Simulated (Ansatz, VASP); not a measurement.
# One calculation of BiTe, two programs

```
Bi Te
1.0
     0.00000    3.43218    2.91735
     3.43218    0.00000    2.91735
     3.43218    3.43218    0.00000
Bi Te
1 1
Direct
  0.00000 0.00000 0.00000
  0.50000 0.50000 0.50000
```

Alike in both runs: task single point; functional PBE; k mesh 18 × 18 × 18; occupations gaussian, width 0.15 eV; no spin polarisation.

```csv
,VASP,Ansatz
version,VASP 6.6.1,Ansatz 0.2.0
potentials or method,"VASP PAW PBE potentials, release 64 (Bi_d, Te), cutoff 520 eV","scalar-relativistic, plane waves, PAW"
valence electrons in the cell,21,31
```

|  | VASP | Ansatz | Ansatz less VASP |
| --- | --- | --- | --- |
| gap on the k mesh at the Fermi level (eV) | none | none | - |
| pressure (GPa) | 2.8 | 2.8 | +0.06 |
| traceless stress, the component that is largest in VASP (GPa) | 11.74 | 11.75 | +0.017 |

A gap of «none» marks a metal or a gap that the smearing closes. The functional is the same, so the differences come from potentials, cutoffs and numerics. VASP's potentials hold 21 valence electrons a cell and Ansatz's 31, so a difference there can come from the potentials and not from the codes.

Spin-orbit coupling is off throughout.
